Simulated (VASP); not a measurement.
# C: single point with r2SCAN

System: C, a slab with vacuum.

```
C
1.0
     2.45603    0.00000    0.00000
    -1.22802    2.12699    0.00000
     0.00000    0.00000   24.16891
C
4
Direct
  0.00000 0.00000 0.57284
  0.00000 0.00000 0.42716
  0.33333 0.66667 0.42714
  0.66667 0.33333 0.57286
```

```yaml
Program: VASP 6.6.1
Task: single point
Functional: r2SCAN
Potentials_or_basis: VASP PAW PBE potentials, release 64 (C)
Cutoff: 520 eV
k_mesh: 12 × 12 × 1
Occupations: methfessel-paxton, width 0.15 eV
Spin: no spin polarisation
```

The largest force is 0.004 eV/Å and the band gap on the k mesh is zero (filled and empty bands touch).

Forces in eV/Å, atoms in the order of the input:
```
C    0.000  0.000 -0.003
C    0.000  0.000  0.003
C    0.000  0.000  0.004
C    0.000  0.000 -0.004
```

Levels at points of the mesh, in eV from the Fermi level:
```tsv
k point	band 5	band 6	band 7	band 8	band 9	band 10	band 11	band 12
(0.00, 0.00, 0.00)	-3.22	-3.22	-3.22	-3.22	3.72	4.13	4.48	5.24
(0.50, 0.00, 0.00)	-6.84	-6.82	-2.68	-2.40	1.67	1.98	7.70	7.84
```

Wall time 3.7 min on 1 thread of Intel(R) Xeon(R) Platinum 8488C (Sapphire Rapids), on a shared host, peak memory 0.25 GiB.

Caveat: there is no dipole correction, which matters where the two faces differ; the PAW data sets were made with another functional, which shifts forces and pressure a little.
